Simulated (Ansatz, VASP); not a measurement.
**Ir: VASP beside Ansatz**

File INCAR:

```
PREC     = Accurate       # precision mode
ENCUT    = 500            # plane-wave cutoff, eV
EDIFF    = 1E-6           # SCF threshold, eV
ISMEAR   = 0              # smearing method
SIGMA    = 0.1            # smearing width, eV
LREAL    = False          # projectors in reciprocal space
LASPH    = True           # aspherical terms in the spheres
NELM     = 120            # most SCF steps
ALGO     = Normal         # electronic algorithm
ISIF     = 2              # what is computed and relaxed
LWAVE    = False          # write WAVECAR
LCHARG   = True           # write CHGCAR
GGA      = PS             # functional
LELF     = True           # ELF
LVHAR    = True         
NBANDS   = 10             # bands
GGA_COMPAT= False
```

Contents of KPOINTS:

```
Automatic mesh
0
Gamma
  8 8 8
```

Contents of POSCAR:

```
Ir
1.0
    0.0000000000      1.9269646700      1.9269646700
    1.9269646700      0.0000000000      1.9269646700
    1.9269646700      1.9269646700      0.0000000000
Ir
1
Direct
    0.0000000000      0.0000000000      0.0000000000
```

Input for Ansatz:

```yaml
crystal:
  lattice:
    - [0.0, 1.92696467, 1.92696467]
    - [1.92696467, 0.0, 1.92696467]
    - [1.92696467, 1.92696467, 0.0]
  atoms:
    - { symbol: Ir, position: [0.0, 0.0, 0.0] }
basis:
  ecutwfc: 420
kpoints:
  mp_grid: { grid: [8, 8, 8] }
hamiltonian:
  xc: pbesol
  pseudopotentials: { kind: paw, azcp: { folder: soft_1 } }
scf:
  occupations: { method: gaussian, width: 0.1 }
output:
  forces: true
  stress: true
  eigenvalues: true
```

Alike in both runs: task single point; functional PBEsol; k mesh 8 × 8 × 8; occupations gaussian, width 0.1 eV; no spin polarisation.

|  | VASP | Ansatz |
| --- | --- | --- |
| version | VASP 6.6.1 | Ansatz 0.2.0 |
| potentials or method | VASP PAW PBE potentials, release 64 (Ir), cutoff 500 eV | scalar-relativistic, plane waves, PAW |
| valence electrons in the cell | 9 | 17 |

|  | VASP | Ansatz | Ansatz less VASP |
| --- | --- | --- | --- |
| gap on the k mesh at the Fermi level (eV) | none | none | - |
| pressure (GPa) | -4.6 | -5.5 | -0.88 |

VASP's potentials were made for PBE, not for PBEsol, and Ansatz warns of the same on its side. A gap of «none» marks a metal or a gap that the smearing closes. VASP's potentials hold 9 valence electrons a cell and Ansatz's 17, so a difference there can come from the potentials and not from the codes.

Spin-orbit coupling is off throughout.
